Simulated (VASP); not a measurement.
Input of a VASP 6.6.1 run:

INCAR

```
PREC = Accurate
ENCUT = 520
EDIFF = 1E-7
ISMEAR = 0
SIGMA = 0.15
LREAL = False
LASPH = True
NELM = 100
ALGO = Fast
ISIF = 2
LWAVE = False
LCHARG = True
GGA = CA
LELF = True
LVHAR = True
NBANDS = 26
```

File KPOINTS:

```
regular mesh
0
Gamma
  12 12 12
```

POSCAR

```
AlCu3
1.0
    3.6489625654      0.0000000000      0.0000000000
    0.0000000000      3.6489625654      0.0000000000
    0.0000000000      0.0000000000      3.6489625654
Al Cu
1 3
Direct
    0.0000000000      0.0000000000      0.0000000000
    0.5000000000      0.4732517947      0.0000000000
    0.5000000000      0.0000000000      0.5000000000
    0.0000000000      0.5267482053      0.5000000000
```

Potentials or basis: VASP PAW LDA potentials, release 64 (Al, Cu).

Run with:

```console
$ cat potpaw_LDA.64/Al/POTCAR potpaw_LDA.64/Cu/POTCAR > POTCAR
$ mpirun -np 1 vasp_std > vasp.out
```

Q: Predict the pressure.

A: -6.0 GPa.

Q: Estimate the largest force.

A: 0.526 eV/Å.

Q: Estimate the band gap on the k mesh.

A: Zero (bands 18 and 19 overlap by 5.51 eV).

Forces on the atoms (eV/Å):
```
Al   0.000  0.000  0.000
Cu   0.000  0.526  0.000
Cu   0.000  0.000  0.000
Cu   0.000 -0.526  0.000
```

Caveat: the cell differs from its parent crystal (atoms displaced along a vibrational mode, the cell strained); the cell stands under tension.
